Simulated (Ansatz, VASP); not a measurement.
# BaHfO3 in VASP and in Ansatz

```
Ba Hf O
1.0
     4.20610    0.00000    0.00000
     0.00000    4.20610    0.00000
     0.00000    0.00000    4.20607
Ba Hf O
1 1 3
Cartesian
  2.1030 2.1030 4.1976
  0.0000 0.0000 2.0946
  0.0000 2.1030 2.0947
  2.1030 0.0000 2.0947
  0.0000 0.0000 4.1977
```

Alike in both runs: functional PBE; k mesh 6 × 6 × 6; occupations gaussian, width 0.02 eV; no spin polarisation.

Ansatz relaxed the structure, and its values are those at the end. VASP's run is a single point on that final structure, the one shown.

|  | VASP | Ansatz |
| --- | --- | --- |
| version | VASP 6.6.1 | Ansatz 0.2.0 |
| potentials or method | VASP PAW PBE potentials, release 64 (Ba_sv, Hf_pv, O), cutoff 600 eV | scalar-relativistic, plane waves, PAW |
| valence electrons in the cell | 38 | 54 |

Ansatz gave:

* gap on the k mesh at the Fermi level (eV): 3.62
* least direct gap on the mesh (eV): 3.76
* pressure (GPa): 0.0

Task: Which values does VASP return?

Result: gap on the k mesh at the Fermi level (eV): 3.54; least direct gap on the mesh (eV): 3.78; pressure (GPa): -0.7.

The functional is the same, so the differences come from potentials, cutoffs and numerics. VASP's potentials hold 38 valence electrons a cell and Ansatz's 54, so a difference there can come from the potentials and not from the codes.

Spin-orbit coupling is off throughout.
